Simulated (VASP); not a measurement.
Runs of VASP 6.6.1 on Hf. The structure is that of space group Im-3m (No. 229), or close to it. The cells are those of the table. This isn't the form of Hf at room conditions, which is hcp.

```tsv
level	potentials or basis	spin	U	cell	k mesh	cutoff (eV)	smearing	grid for exact exchange (PRECFOCK)	share of exact exchange	screening parameter	gap on the mesh (eV)	pressure (GPa)	moment (μB)
LDA+U	VASP PAW LDA potentials, release 64 (Hf_pv)	non-collinear, zero start, SOC	Hf d U = 7.0 eV	a = 3.126 Å, angles 109.5°, 1 atom	10 × 10 × 10	520	tetrahedron	-	-	-	-	(b)	0.00
pbe exchange, lyp correlation	VASP PAW PBE potentials, release 64 (Hf_pv)	off	-	a = 3.126 Å, angles 109.5°, 1 atom	10 × 10 × 10	500	fermi-dirac 0.15 eV	-	-	-	none	(c)	-
HSE06	VASP PAW PBE potentials, release 64 (Hf_pv)	off	-	a = 3.167 Å, angles 109.5°, 1 atom	6 × 6 × 6	520	fermi-dirac 0.05 eV	Normal	0.25	0.2079 1/Å	none	-7.7	-
pbe exchange, pbesol correlation	VASP PAW PBE potentials, release 64 (Hf_pv)	non-collinear, zero start, SOC	-	a = 3.126 Å, angles 109.5°, 1 atom	8 × 8 × 8	500	gaussian 0.1 eV	-	-	-	-	-5.7	0.00
HSE06	VASP PAW PBE potentials, release 64 (Hf_pv)	off	-	a = 3.147 Å, angles 109.5°, 1 atom	6 × 6 × 6	520	fermi-dirac 0.05 eV	Normal	0.25	0.2079 1/Å	none	-5.9	-
r2SCAN+rVV10	VASP PAW PBE potentials, release 64 (Hf_pv)	off	-	a = 3.126 Å, angles 109.5°, 1 atom	10 × 10 × 10	550	tetrahedron	-	-	-	none	-6.6	-
r2SCAN+D4	VASP PAW PBE potentials, release 64 (Hf_pv)	off	-	a = 2.996 Å, angles 109.5°, 1 atom	10 × 10 × 10	550	methfessel-paxton 0.05 eV	-	-	-	none	(a)	-
r2SCAN+rVV10	VASP PAW PBE potentials, release 64 (Hf_pv)	off	-	a = 3.126 Å, angles 109.5°, 1 atom	10 × 10 × 10	550	fermi-dirac 0.01 eV	-	-	-	none	-6.9	-
```

Alike in all rows: task single point.

Fill in the values left out.

(a) 7.4; (b) 10.9; (c) -1.7.

Caveats: some runs use coarse meshes; the PAW data sets were made with another functional, which shifts forces and pressure a little (at least some runs); spin-orbit coupling is left out, which moves the levels of the heavy elements (at least some runs); the cell stands under tension (at least some runs); the cell stands under pressure (at least some runs); the U is typed as a test and isn't derived for this compound (at least some runs); tetrahedron occupations give inexact forces and stress in metals (at least some runs).

A k mesh can miss the band edges, and rows without SOC leave out spin-orbit coupling on Hf.

A gap of «none» marks levels without a gap at the run's occupations.
